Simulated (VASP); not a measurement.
# Li2Se (Fm-3m) in VASP: notebook

The runs below take Li2Se through single point, relaxation of cell and atoms, with PBE.

All numbers are computed with VASP 6.6.1; they aren't measurements. Logs are shortened: lines on timing, memory, paths and dates and some standing lists are left out, and cuts for length are marked.

## (1) The cell of the first run

It takes space group Fm-3m (No. 225, cubic). Conventional cell: a = 6.005 Å, b = 6.005 Å, c = 6.005 Å, α = 90.00°, β = 90.00°, γ = 90.00°. Within 3.4 Å of Li (site symmetry -43m) lie 4 Se at 2.60 Å and 6 Li at 3.00 Å. Within 3.4 Å of Se (site symmetry m-3m) lie 8 Li at 2.60 Å.

## (2) Single point, PBE

Contents of INCAR:

```
  PREC = Accurate
  ENCUT = 750
  EDIFF = 1E-6
  ISMEAR = 0
  SIGMA = 0.02
  LREAL = False
  LASPH = True
  NELM = 120
  ALGO = Normal
  ISIF = 2
  LWAVE = False
  LCHARG = False
  GGA = PE
  NBANDS = 13
  GGA_COMPAT = False
```

Contents of KPOINTS:

```
regular mesh
0
Gamma
  8 8 8
```

Contents of POSCAR:

```
Li2Se
1.0
    0.0000000000      3.0025000000      3.0025000000
    3.0025000000      0.0000000000      3.0025000000
    3.0025000000      3.0025000000      0.0000000000
Li Se
2 1
Direct
    0.2500000000      0.2500000000      0.2500000000
    0.7500000000      0.7500000000      0.7500000000
    0.0000000000      0.0000000000      0.0000000000
```

Potentials or basis: VASP PAW PBE potentials, release 64 (Li_sv, Se).

Command:

```console
> cat potpaw_PBE.64/Li_sv/POTCAR potpaw_PBE.64/Se/POTCAR > POTCAR
> mpirun -np 1 vasp_std > vasp.out
```

OUTCAR:

```text
PREC = Accurate
   ENCUT = 750
   EDIFF = 1E-6
   ISMEAR = 0
   LREAL = False
   LASPH = True
   NELM = 120
   ISIF = 2
   GGA = PE

 ion  position               nearest neighbor table
   1  0.250  0.250  0.250-   3 2.60   3 2.60   3 2.60   3 2.60
   2  0.750  0.750  0.750-   3 2.60   3 2.60   3 2.60   3 2.60
   3  0.000  0.000  0.000-   1 2.60   2 2.60   2 2.60   2 2.60   2 2.60   1 2.60   1 2.60   1 2.60

  LATTYP: Found a face centered cubic cell.
 ALAT       =     6.0050000000

  Lattice vectors:

 A1 = (   0.0000000000,   3.0025000000,   3.0025000000)
 A2 = (   3.0025000000,   0.0000000000,   3.0025000000)
 A3 = (   3.0025000000,   3.0025000000,   0.0000000000)

Analysis of symmetry for initial positions (statically):
=====================================================================
 Subroutine PRICEL returns:
 Original cell was already a primitive cell.

 Routine SETGRP: Setting up the symmetry group for a
 face centered cubic supercell.

 Subroutine GETGRP returns: Found 48 space group operations
 (whereof 48 operations were pure point group operations)
 out of a pool of 48 trial point group operations.

The static configuration has the point symmetry O_h .

Analysis of symmetry for dynamics (positions and initial velocities):
=====================================================================
 Subroutine PRICEL returns:
 Original cell was already a primitive cell.

 Routine SETGRP: Setting up the symmetry group for a
 face centered cubic supercell.

 Subroutine GETGRP returns: Found 48 space group operations
 (whereof 48 operations were pure point group operations)
 out of a pool of 48 trial point group operations.

The dynamic configuration has the point symmetry O_h .

 Subroutine INISYM returns: Found 48 space group operations
 (whereof 48 operations are pure point group operations),
 and found     1 'primitive' translations

----------------------------------------------------------------------------------------

                                     Primitive cell

  volume of cell :      54.1351

  direct lattice vectors                    reciprocal lattice vectors
     0.000000000  3.002500000  3.002500000    -0.166527893  0.166527893  0.166527893
     3.002500000  0.000000000  3.002500000     0.166527893 -0.166527893  0.166527893
     3.002500000  3.002500000  0.000000000     0.166527893  0.166527893 -0.166527893

  length of vectors
     4.246176221  4.246176221  4.246176221     0.288434772  0.288434772  0.288434772

  position of ions in fractional coordinates (direct lattice)
     0.250000000  0.250000000  0.250000000
     0.750000000  0.750000000  0.750000000
     0.000000000  0.000000000  0.000000000

  ion indices of the primitive-cell ions
   primitive index   ion index
                 1           1
                 2           2
                 3           3

----------------------------------------------------------------------------------------

 KPOINTS: regular mesh

Automatic generation of k-mesh.
 Grid dimensions read from file:
 generate k-points for:    8    8    8

 Generating k-lattice:

  Cartesian coordinates                     Fractional coordinates (reciprocal lattice)
    -0.020815987  0.020815987  0.020815987     0.125000000  0.000000000  0.000000000
     0.020815987 -0.020815987  0.020815987     0.000000000  0.125000000  0.000000000
     0.020815987  0.020815987 -0.020815987     0.000000000  0.000000000  0.125000000

  Length of vectors
     0.036054347  0.036054347  0.036054347

  Shift w.r.t. Gamma in fractional coordinates (k-lattice)
     0.000000000  0.000000000  0.000000000

 Subroutine IBZKPT returns following result:
 ===========================================

 Found     29 irreducible k-points:

 Following reciprocal coordinates:
            Coordinates               Weight
  0.000000  0.000000  0.000000      1.000000
  0.125000  0.000000  0.000000      8.000000
  0.250000  0.000000  0.000000      8.000000
  0.375000  0.000000  0.000000      8.000000
  0.500000  0.000000  0.000000      4.000000
  0.125000  0.125000  0.000000      6.000000
[... 16 lines left out ...]
  0.500000  0.250000  0.125000     48.000000
 -0.375000  0.250000  0.125000     24.000000
 [... further k-points ...]
   k-points           NKPTS =     29   k-points in BZ     NKDIM =     29   number of bands    NBANDS=     13
   number of dos      NEDOS =    301   number of ions     NIONS =      3
   total plane-waves  NPLWV =  64000
   dimension x,y,z NGX =    40 NGY =   40 NGZ =   40
   dimension x,y,z NGXF=    80 NGYF=   80 NGZF=   80
   ions per type =               2   1
   NGX,Y,Z   is equivalent  to a cutoff of  15.66, 15.66, 15.66 a.u.
   NGXF,Y,Z  is equivalent  to a cutoff of  31.32, 31.32, 31.32 a.u.
 SYSTEM =  unknown system
   PREC   = accura    normal or accurate (medium, high low for compatibility)
   ISTART =      0    job   : 0-new  1-cont  2-samecut
   ICHARG =      2    charge: 1-file 2-atom 10-const
   ISPIN  =      1    spin polarized calculation?
   LNONCOLLINEAR =      F non collinear calculations
   LSORBIT =      F    spin-orbit coupling
   LASPH  =      T    aspherical Exc in radial PAW
   ENCUT  =  750.0 eV  55.12 Ry    7.42 a.u.   9.48  9.48  9.48*2*pi/ulx,y,z
   NELM   =    120;   NELMIN=  2; NELMDL= -5     # of ELM steps
   EDIFF  = 0.1E-05   stopping-criterion for ELM
   LREAL  =      F    real-space projection
   EDIFFG = 0.1E-04   stopping-criterion for IOM
   NSW    =      0    number of steps for IOM
   IBRION =     -1    ionic relax: 0-MD 1-quasi-New 2-CG
   NFREE  =      0    steps in history (QN), initial steepest desc. (CG)
   ISIF   =      2    stress and relaxation
   ISYM   =      2    0-nonsym 1-usesym 2-fastsym
   POTIM  = 0.5000    time-step for ionic-motion
   TEBEG  =    0.0;   TEEND  =   0.0 temperature during run
   PSTRESS=    0.0 pullay stress
   NELECT =      12.0000    total number of electrons
   NUPDOWN=      -1.0000    fix difference up-down
   EMIN   =  10.00;   EMAX   =-10.00  energy-range for DOS
   EFERMI =   0.00;   METHOD = LEGACY
   ISMEAR =     0;   SIGMA  =   0.02  broadening in eV -4-tet -1-fermi 0-gaus
   EFERMI_NEDOS =   21; number of points for ismear=-14 and -15
   IALGO  =     38    algorithm
   IMIX   =      4    mixing-type and parameters
     AMIX     =   0.40;   BMIX     =  1.00
     AMIX_MAG =   1.60;   BMIX_MAG =  1.00
  volume/ion in A,a.u.               =      18.05       121.77
  Fermi-wavevector in a.u.,A,eV,Ry     =   0.990776  1.872296 13.355989  0.981637
  Thomas-Fermi vector in A             =   2.122471
   LORBIT       =      0    0 simple, 1 ext, 2 COOP (PROOUT), +10 PAW based schemes
   GGA     = PE    functional components
   LHFCALC =     F    Hartree Fock is set to
   AEXX    =    0.0000 exact exchange contribution
   IVDW    =     0    specifies the selected vdW correction
   LEPSILON=     F    determine dielectric tensor
   LRPA    =     F    only Hartree local field effects (RPA)
 non-spin polarized calculation
 Gauss-broadening in eV      SIGMA  =   0.02
  energy-cutoff  :      750.00
  volume of cell :       54.14
 maximum number of plane-waves:      2565
 NGX is ok and might be reduce to    40
   NGX = 19   NGY = 19   NGZ = 19

 number of electron      12.0000004 magnetization

 Free energy of the ion-electron system (eV)
  ---------------------------------------------------
  ext. energy  EPLUGINS =         0.00000000
  ---------------------------------------------------
  free energy    TOTEN  =       -11.13102304 eV

  energy without entropy =      -11.13102304  energy(sigma->0) =      -11.13102304

 E-fermi :   1.2074     XC(G=0):  -8.2618

 val. band max:        0.9953824041   @ k =   0.0000   0.0000   0.0000
 cond. band min:       3.9703405987   @ k =   0.5000   0.5000   0.0000
 fundamental gap:      2.9749581946
 Fermi energy:         1.2074148037

 k-point     1 :       0.0000    0.0000    0.0000
  band No.  band energies     occupation
      1     -43.7164      2.00000
      2     -43.6927      2.00000
      3     -10.3937      2.00000
      4       0.9954      2.00000
      5       0.9954      2.00000
      6       0.9954      2.00000
      7       4.3788      0.00000
      8       6.6150      0.00000
      9       6.6150      0.00000
     10       6.6150      0.00000
     11      11.5751      0.00000
     12      11.5751      0.00000
     13      11.9149      0.00000

 k-point     2 :       0.1250    0.0000    0.0000
  band No.  band energies     occupation
      1     -43.7155      2.00000
      2     -43.6935      2.00000
      3     -10.3453      2.00000
      4       0.3439      2.00000
      5       0.9034      2.00000
      6       0.9034      2.00000
      7       4.8682      0.00000
      8       6.8435      0.00000
      9       6.8436      0.00000
     10       6.9780      0.00000
     11      10.3764      0.00000
     12      10.3764      0.00000
     13      12.0122      0.00000

 k-point     3 :       0.2500    0.0000    0.0000
  band No.  band energies     occupation
      1     -43.7128      2.00000
      2     -43.6960      2.00000
      3     -10.2219      2.00000
      4      -0.7605      2.00000
      5       0.7058      2.00000
      6       0.7058      2.00000
      7       5.5190      0.00000
      8       7.1558      0.00000
      9       7.1558      0.00000
     10       7.8759      0.00000
     11      10.0252      0.00000
     12      10.0252      0.00000
     13      12.3612      0.00000

 k-point     4 :       0.3750    0.0000    0.0000
  band No.  band energies     occupation
      1     -43.7088      2.00000
      2     -43.6997      2.00000
      3     -10.0884      2.00000
      4      -1.5987      2.00000
      5       0.5347      2.00000
      6       0.5347      2.00000
      7       5.9424      0.00000
      8       7.0618      0.00000
      9       7.0618      0.00000
     10       8.6572      0.00000
     11      11.0395      0.00000
     12      11.0395      0.00000
     13      12.9675      0.00000

 k-point     5 :       0.5000    0.0000    0.0000
  band No.  band energies     occupation
      1     -43.7042      2.00000
      2     -43.7042      2.00000
      3     -10.0296      2.00000
      4      -1.9056      2.00000
      5       0.4699      2.00000
      6       0.4699      2.00000
      7       6.0992      0.00000
      8       6.9536      0.00000
      9       6.9536      0.00000
     10       8.9383      0.00000
     11      12.4851      0.00000
     12      12.4851      0.00000
     13      13.5694      0.00000
[... 257 lines left out ...]
 k-point    22 :       0.3750    0.2500    0.1250
  band No.  band energies     occupation
      1     -43.7110      2.00000
      2     -43.6975      2.00000
      3     -10.1286      2.00000
      4      -0.8894      2.00000
      5      -0.0286      2.00000
      6       0.4509      2.00000
      7       5.8087      0.00000
      8       7.3349      0.00000
      9       7.3788      0.00000
     10       8.4697      0.00000
     11       9.3356      0.00000
     12      12.3135      0.00000
     13      13.8393      0.00000

 k-point    23 :       0.5000    0.2500    0.1250
  band No.  band energies     occupation
      1     -43.7078      2.00000
      2     -43.7005      2.00000
      3     -10.0195      2.00000
      4      -1.3959      2.00000
      5      -0.2781      2.00000
      6       0.2100      2.00000
      7       6.1791      0.00000
      8       6.9826      0.00000
      9       8.2353      0.00000
     10       8.7495      0.00000
     11      10.3018      0.00000
     12      12.2234      0.00000
     13      14.0047      0.00000

 k-point    24 :      -0.3750    0.2500    0.1250
  band No.  band energies     occupation
      1     -43.7041      2.00000
      2     -43.7041      2.00000
      3      -9.9721      2.00000
      4      -1.6126      2.00000
      5      -0.3102      2.00000
      6       0.0676      2.00000
      7       6.4017      0.00000
      8       6.7510      0.00000
      9       8.6355      0.00000
     10       9.3587      0.00000
     11      10.3632      0.00000
     12      11.7069      0.00000
     13      13.6091      0.00000

 [... further k-points ...]
[... 5 lines left out ...]
  --------------------------------------------------------------------------------------
  -------------------------------------------------------------------------------------
  Total       -0.0140785     -0.0140785     -0.0140785      0.0000000      0.0000000      0.0000000
  in kB       -0.4166665     -0.4166665     -0.4166665      0.0000000      0.0000000      0.0000000
  external PRESSURE =      -0.4166665 kB  Pullay stress =       0.0000000 kB

 VOLUME and BASIS-vectors are now :
 -----------------------------------------------------------------------------
  energy-cutoff  :      750.00
  volume of cell :       54.14
      direct lattice vectors                 reciprocal lattice vectors
     0.000000000  3.002500000  3.002500000    -0.166527893  0.166527893  0.166527893
     3.002500000  0.000000000  3.002500000     0.166527893 -0.166527893  0.166527893
     3.002500000  3.002500000  0.000000000     0.166527893  0.166527893 -0.166527893

 POSITION                                       TOTAL-FORCE (eV/Angst)
 -----------------------------------------------------------------------------------
      1.50125      1.50125      1.50125        -0.000000     -0.000000     -0.000000
      4.50375      4.50375      4.50375         0.000000      0.000000      0.000000
      0.00000      0.00000      0.00000        -0.000000      0.000000     -0.000000
 -----------------------------------------------------------------------------------
    total drift:                                0.000000     -0.000000      0.000000

  FREE ENERGIE OF THE ION-ELECTRON SYSTEM (eV)
  ---------------------------------------------------
  free  energy   TOTEN  =       -11.1310230423 eV

  energy  without entropy=      -11.1310230423  energy(sigma->0) =      -11.13102304
```

Wall time 91 s (1 thread of AMD EPYC, shared host); peak memory 0.21 GiB.

What came out:

```
Free energy            : -11.1310 eV
Pressure               : 0.0 GPa
Band gap on the k mesh : 2.97 eV, indirect (least direct gap 3.38 eV)
```

A k mesh can miss the band edges.

## (3) Relaxation of cell and atoms, PBE

Contents of INCAR:

```
PREC     = Accurate       # precision mode
ENCUT    = 750            # plane-wave cutoff, eV
EDIFF    = 1E-7           # SCF threshold, eV
ISMEAR   = 0              # smearing method
SIGMA    = 0.02           # smearing width, eV
LREAL    = F              # projectors in reciprocal space
LASPH    = T              # aspherical terms in the spheres
NELM     = 120            # most SCF steps
ALGO     = Normal         # electronic algorithm
ISIF     = 3              # what is computed and relaxed
LWAVE    = F              # write WAVECAR
LCHARG   = F              # write CHGCAR
GGA      = PE             # functional
IBRION   = 2              # ionic algorithm
NSW      = 100            # ionic steps
EDIFFG   = -0.01          # ionic threshold
GGA_COMPAT= F            
NELMIN   = 4
```

Contents of KPOINTS:

```
Automatic mesh
0
Gamma
  8 8 8
```

POSCAR is that of step 2.

Potentials or basis: VASP PAW PBE potentials, release 64 (Li_sv, Se).

Command:

```console
> cat potpaw_PBE.64/Li_sv/POTCAR potpaw_PBE.64/Se/POTCAR > POTCAR
> mpirun -np 1 vasp_std > vasp.out
```

Wall time 59 s (1 thread of AMD EPYC, shared host); peak memory 0.21 GiB.

The run converged. Its results:

| Item | Value |
| --- | --- |
| Free energy | -11.1310 eV |
| Pressure after relaxing | 0.0 GPa |
| Band gap on the k mesh | 2.98 eV, indirect (least direct gap 3.38 eV) |

Final structure:
```xyz
3
Lattice="0.0000 3.0025 3.0025 3.0025 0.0000 3.0025 3.0025 3.0025 0.0000" Properties=species:S:1:pos:R:3 pbc="T T T"
Li    1.5012    1.5012    1.5012
Li    4.5038    4.5038    4.5038
Se    0.0000    0.0000    0.0000
```

Levels at points of the mesh, in eV from the valence-band top:
```
           k point  band 2  band 3  band 4  band 5  band 6  band 7  band 8  band 9  band 10
(0.00, 0.00, 0.00)  -44.69  -11.39    0.00    0.00    0.00    3.38    5.62    5.62     5.62
(0.50, 0.00, 0.00)  -44.70  -11.03   -2.90   -0.53   -0.53    5.10    5.96    5.96     7.94
(0.50, 0.50, 0.00)  -44.70  -10.91   -2.28   -1.44   -1.44    2.98    6.17   10.31    10.31
```

Caveat: the relaxation stopped at its first step, so nothing moved. A k mesh can miss the band edges.

(Continued in part 2 of 2.)
